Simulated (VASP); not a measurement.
# TiWSe3 (Pm-3m) in VASP: further runs

TiWSe3 is run at these levels: PBE; tasks: single point.

Everything below comes from runs of VASP 6.6.1. Logs are shortened: lines on timing, memory, paths and dates and some standing lists are left out, and cuts for length are marked.

## 1. The cell of the first run

The structure is cubic, space group Pm-3m (No. 221). Conventional cell: a = 4.933 Å, b = 4.933 Å, c = 4.933 Å, α = 90.00°, β = 90.00°, γ = 90.00°. Ti (site symmetry m-3m) has 12 Se at 3.49 Å and 8 W at 4.27 Å within 4.6 Å. Within 3.3 Å of W (site symmetry m-3m) lie 6 Se at 2.47 Å. Se (site symmetry 4/mmm) has 2 W at 2.47 Å within 3.3 Å.

The cell was built from a structure type or drawn by symmetry, and may not be a known phase.

## 2. Single point, PBE, collinear spin

INCAR reads:

```
SYSTEM = TiWSe3
PREC = Accurate ; ENCUT = 520
EDIFF = 1E-6 ; ISMEAR = 0
SIGMA = 0.1 ; LREAL = .False.
LASPH = .True. ; NELM = 150
ALGO = Normal ; ISIF = 2
LWAVE = .False. ; LCHARG = .True.
ISPIN = 2 ; MAGMOM = 1 0 0 0 0
LORBIT = 11 ; LMAXMIX = 4
GGA = PE ; LELF = .True.
LVHAR = .True. ; NBANDS = 34
```

KPOINTS reads:

```
Automatic mesh
0
Gamma
  4 4 4
  0 0 0
```

POSCAR reads:

```
TiWSe3
1.0
    4.9331912000      0.0000000000      0.0000000000
    0.0000000000      4.9331912000      0.0000000000
    0.0000000000      0.0000000000      4.9331912000
Ti W Se
1 1 3
Direct
    0.0000000000      0.0000000000      0.0000000000
    0.5000000000      0.5000000000      0.5000000000
    0.5000000000      0.5000000000      0.0000000000
    0.0000000000      0.5000000000      0.5000000000
    0.5000000000      0.0000000000      0.5000000000
```

Potentials or basis: VASP PAW PBE potentials, release 64 (Ti_sv, W_sv, Se).

Run with:

```
$ cat potpaw_PBE.64/Ti_sv/POTCAR potpaw_PBE.64/W_sv/POTCAR potpaw_PBE.64/Se/POTCAR > POTCAR
$ mpirun -np 1 vasp_std > vasp.out
```

OUTCAR:

```text
SYSTEM = TiWSe3
   PREC = Accurate
   ENCUT = 520
   EDIFF = 1E-6
   ISMEAR = 0
   LREAL = .False.
   LASPH = .True.
   NELM = 150
   ISIF = 2
   ISPIN = 2
   LORBIT = 11
   GGA = PE

 ion  position               nearest neighbor table
   1  0.000  0.000  0.000-
   2  0.500  0.500  0.500-   3 2.47   4 2.47   5 2.47   3 2.47   5 2.47   4 2.47
   3  0.500  0.500  0.000-   2 2.47   2 2.47
   4  0.000  0.500  0.500-   2 2.47   2 2.47
   5  0.500  0.000  0.500-   2 2.47   2 2.47

  LATTYP: Found a simple cubic cell.
 ALAT       =     4.9331912000

  Lattice vectors:

 A1 = (   4.9331912000,   0.0000000000,   0.0000000000)
 A2 = (   0.0000000000,   4.9331912000,   0.0000000000)
 A3 = (   0.0000000000,   0.0000000000,   4.9331912000)

Analysis of symmetry for initial positions (statically):
=====================================================================
 Subroutine PRICEL returns:
 Original cell was already a primitive cell.

 Routine SETGRP: Setting up the symmetry group for a
 simple cubic supercell.

 Subroutine GETGRP returns: Found 48 space group operations
 (whereof 48 operations were pure point group operations)
 out of a pool of 48 trial point group operations.

The static configuration has the point symmetry O_h .

Analysis of symmetry for dynamics (positions and initial velocities):
=====================================================================
 Subroutine PRICEL returns:
 Original cell was already a primitive cell.

 Routine SETGRP: Setting up the symmetry group for a
 simple cubic supercell.

 Subroutine GETGRP returns: Found 48 space group operations
 (whereof 48 operations were pure point group operations)
 out of a pool of 48 trial point group operations.

The dynamic configuration has the point symmetry O_h .

Analysis of structural, dynamic, and magnetic symmetry:
=====================================================================
 Subroutine PRICEL returns:
 Original cell was already a primitive cell.

 Routine SETGRP: Setting up the symmetry group for a
 simple cubic supercell.

 Subroutine GETGRP returns: Found 48 space group operations
 (whereof 48 operations were pure point group operations)
 out of a pool of 48 trial point group operations.

The overall configuration has the point symmetry O_h .

 Subroutine INISYM returns: Found 48 space group operations
 (whereof 48 operations are pure point group operations),
 and found     1 'primitive' translations

----------------------------------------------------------------------------------------

                                     Primitive cell

  volume of cell :     120.0560

  direct lattice vectors                    reciprocal lattice vectors
     4.933191200  0.000000000  0.000000000     0.202708543  0.000000000  0.000000000
     0.000000000  4.933191200  0.000000000     0.000000000  0.202708543  0.000000000
     0.000000000  0.000000000  4.933191200     0.000000000  0.000000000  0.202708543

  length of vectors
     4.933191200  4.933191200  4.933191200     0.202708543  0.202708543  0.202708543

  position of ions in fractional coordinates (direct lattice)
     0.000000000  0.000000000  0.000000000
     0.500000000  0.500000000  0.500000000
     0.500000000  0.500000000  0.000000000
     0.000000000  0.500000000  0.500000000
     0.500000000  0.000000000  0.500000000

  ion indices of the primitive-cell ions
   primitive index   ion index
                 1           1
                 2           2
                 3           3
                 4           4
                 5           5

----------------------------------------------------------------------------------------

 KPOINTS: Automatic mesh

Automatic generation of k-mesh.
 Grid dimensions read from file:
 generate k-points for:    4    4    4

 Generating k-lattice:

  Cartesian coordinates                     Fractional coordinates (reciprocal lattice)
     0.050677136  0.000000000  0.000000000     0.250000000  0.000000000  0.000000000
     0.000000000  0.050677136  0.000000000     0.000000000  0.250000000  0.000000000
     0.000000000  0.000000000  0.050677136     0.000000000  0.000000000  0.250000000

  Length of vectors
     0.050677136  0.050677136  0.050677136

  Shift w.r.t. Gamma in fractional coordinates (k-lattice)
     0.000000000  0.000000000  0.000000000

 Subroutine IBZKPT returns following result:
 ===========================================

 Found     10 irreducible k-points:

 Following reciprocal coordinates:
            Coordinates               Weight
  0.000000  0.000000  0.000000      1.000000
  0.250000  0.000000  0.000000      6.000000
  0.500000  0.000000  0.000000      3.000000
  0.250000  0.250000  0.000000     12.000000
  0.500000  0.250000  0.000000     12.000000
  0.500000  0.500000  0.000000      3.000000
  0.250000  0.250000  0.250000      8.000000
  0.500000  0.250000  0.250000     12.000000
  0.500000  0.500000  0.250000      6.000000
  0.500000  0.500000  0.500000      1.000000
   k-points           NKPTS =     10   k-points in BZ     NKDIM =     10   number of bands    NBANDS=     34
   number of dos      NEDOS =    301   number of ions     NIONS =      5
   total plane-waves  NPLWV =  64000
   dimension x,y,z NGX =    40 NGY =   40 NGZ =   40
   dimension x,y,z NGXF=    80 NGYF=   80 NGZF=   80
   ions per type =               1   1   3
   NGX,Y,Z   is equivalent  to a cutoff of  13.48, 13.48, 13.48 a.u.
   NGXF,Y,Z  is equivalent  to a cutoff of  26.96, 26.96, 26.96 a.u.
 SYSTEM =  TiWSe3
   PREC   = accura    normal or accurate (medium, high low for compatibility)
   ISTART =      0    job   : 0-new  1-cont  2-samecut
   ICHARG =      2    charge: 1-file 2-atom 10-const
   ISPIN  =      2    spin polarized calculation?
   LNONCOLLINEAR =      F non collinear calculations
   LSORBIT =      F    spin-orbit coupling
   LASPH  =      T    aspherical Exc in radial PAW
   ENCUT  =  520.0 eV  38.22 Ry    6.18 a.u.   9.17  9.17  9.17*2*pi/ulx,y,z
   NELM   =    150;   NELMIN=  2; NELMDL= -5     # of ELM steps
   EDIFF  = 0.1E-05   stopping-criterion for ELM
   LREAL  =      F    real-space projection
   EDIFFG = 0.1E-04   stopping-criterion for IOM
   NSW    =      0    number of steps for IOM
   IBRION =     -1    ionic relax: 0-MD 1-quasi-New 2-CG
   NFREE  =      0    steps in history (QN), initial steepest desc. (CG)
   ISIF   =      2    stress and relaxation
   ISYM   =      2    0-nonsym 1-usesym 2-fastsym
   POTIM  = 0.5000    time-step for ionic-motion
   TEBEG  =    0.0;   TEEND  =   0.0 temperature during run
   PSTRESS=    0.0 pullay stress
   NELECT =      44.0000    total number of electrons
   NUPDOWN=      -1.0000    fix difference up-down
   EMIN   =  10.00;   EMAX   =-10.00  energy-range for DOS
   EFERMI =   0.00;   METHOD = LEGACY
   ISMEAR =     0;   SIGMA  =   0.10  broadening in eV -4-tet -1-fermi 0-gaus
   EFERMI_NEDOS =   21; number of points for ismear=-14 and -15
   IALGO  =     38    algorithm
   IMIX   =      4    mixing-type and parameters
     AMIX     =   0.40;   BMIX     =  1.00
     AMIX_MAG =   1.60;   BMIX_MAG =  1.00
  volume/ion in A,a.u.               =      24.01       162.04
  Fermi-wavevector in a.u.,A,eV,Ry     =   1.171560  2.213927 18.674707  1.372552
  Thomas-Fermi vector in A             =   2.308002
   LORBIT       =     11    0 simple, 1 ext, 2 COOP (PROOUT), +10 PAW based schemes
   GGA     = PE    functional components
   LHFCALC =     F    Hartree Fock is set to
   AEXX    =    0.0000 exact exchange contribution
   IVDW    =     0    specifies the selected vdW correction
   LEPSILON=     F    determine dielectric tensor
   LRPA    =     F    only Hartree local field effects (RPA)
 spin polarized calculation
 Gauss-broadening in eV      SIGMA  =   0.10
  energy-cutoff  :      520.00
  volume of cell :      120.06
 maximum number of plane-waves:      3243
 NGX is ok and might be reduce to    40
   NGX = 19   NGY = 19   NGZ = 19

 number of electron      43.9999998 magnetization       0.0319813

 number of electron      43.9999998 magnetization      -0.2202659

 Free energy of the ion-electron system (eV)
  ---------------------------------------------------
  ext. energy  EPLUGINS =         0.00000000
  ---------------------------------------------------
  free energy    TOTEN  =       -28.47430244 eV

  energy without entropy =      -28.40700504  energy(sigma->0) =      -28.44065374

 E-fermi :   5.2684     XC(G=0):  -9.8503

 val. band max:        5.2560064776   @ k =   0.2500   0.2500   0.2500
 cond. band min:       5.2716570639   @ k =   0.2500   0.2500   0.0000
 fundamental gap:      0.0156505864
 Fermi energy:         5.2683507788

 spin component 1

 k-point     1 :       0.0000    0.0000    0.0000
  band No.  band energies     occupation
      1     -69.6088      1.00000
      2     -52.7385      1.00000
      3     -33.8484      1.00000
      4     -33.8484      1.00000
      5     -33.8484      1.00000
      6     -29.0130      1.00000
[... 359 lines left out ...]
     33      12.7511      0.00000
     34      12.7511      0.00000
 Fermi energy:         5.2683507788

 spin component 2

 k-point     1 :       0.0000    0.0000    0.0000
  band No.  band energies     occupation
      1     -69.7288      1.00000
      2     -52.5573      1.00000
      3     -34.0095      1.00000
      4     -34.0095      1.00000
      5     -34.0095      1.00000
      6     -28.8317      1.00000
[... 359 lines left out ...]
     33      12.6752      0.00000
     34      12.6753      0.00000

------------------------ aborting loop because EDIFF is reached ----------------------------------------

  FORCE on cell =-STRESS in cart. coord.  units (eV):
  Direction    XX          YY          ZZ          XY          YZ          ZX
  --------------------------------------------------------------------------------------
  -------------------------------------------------------------------------------------
  Total        0.3817437      0.3817437      0.3817437     -0.0000000     -0.0000000      0.0000000
  in kB        5.0944649      5.0944649      5.0944649     -0.0000000     -0.0000000      0.0000000
  external PRESSURE =       5.0944649 kB  Pullay stress =       0.0000000 kB

 VOLUME and BASIS-vectors are now :
 -----------------------------------------------------------------------------
  energy-cutoff  :      520.00
  volume of cell :      120.06
      direct lattice vectors                 reciprocal lattice vectors
     4.933191200  0.000000000  0.000000000     0.202708543  0.000000000  0.000000000
     0.000000000  4.933191200  0.000000000     0.000000000  0.202708543  0.000000000
     0.000000000  0.000000000  4.933191200     0.000000000  0.000000000  0.202708543

 POSITION                                       TOTAL-FORCE (eV/Angst)
 -----------------------------------------------------------------------------------
      0.00000      0.00000      0.00000         0.000000      0.000000      0.000000
      2.46660      2.46660      2.46660         0.000000      0.000000      0.000000
      2.46660      2.46660      0.00000         0.000000      0.000000      0.000000
      0.00000      2.46660      2.46660         0.000000      0.000000      0.000000
      2.46660      0.00000      2.46660         0.000000      0.000000      0.000000
 -----------------------------------------------------------------------------------
    total drift:                                0.000000      0.000000     -0.000000

  FREE ENERGIE OF THE ION-ELECTRON SYSTEM (eV)
  ---------------------------------------------------
  free  energy   TOTEN  =       -28.4743024357 eV

  energy  without entropy=      -28.4070050370  energy(sigma->0) =      -28.44065374

 total charge

# of ion       s       p       d       tot
------------------------------------------
    1        2.077   5.958   1.960   9.995
    2        2.304   6.270   3.384  11.958
    3        1.458   2.372   0.050   3.880
    4        1.458   2.372   0.050   3.880
    5        1.458   2.372   0.050   3.880
--------------------------------------------------
tot          8.755  19.342   5.495  33.593

 magnetization (x)

# of ion       s       p       d       tot
------------------------------------------
    1        0.005  -0.000   0.162   0.167
    2       -0.001  -0.002  -0.207  -0.210
    3       -0.000  -0.009  -0.001  -0.011
    4       -0.000  -0.009  -0.001  -0.011
    5       -0.000  -0.009  -0.001  -0.011
--------------------------------------------------
tot          0.002  -0.030  -0.048  -0.076
```

Run time: 15 min. Hardware: 1 thread of Intel Xeon 8259CL, shared host; peak memory 0.33 GiB.

What came out:

```
Free energy                                           : -28.4743 eV
Pressure                                              : 0.5 GPa
Net moment                                            : -0.22 μB per cell
Site moments                                          : Ti +0.17; W -0.21; Se -0.01 μB
Valence electrons inside the program's atomic spheres : Ti 9.99; W 11.96; Se 3.88
```

Caveat: spin-orbit coupling is left out, which moves the levels of the heavy elements.

[end of part 1 of 2]
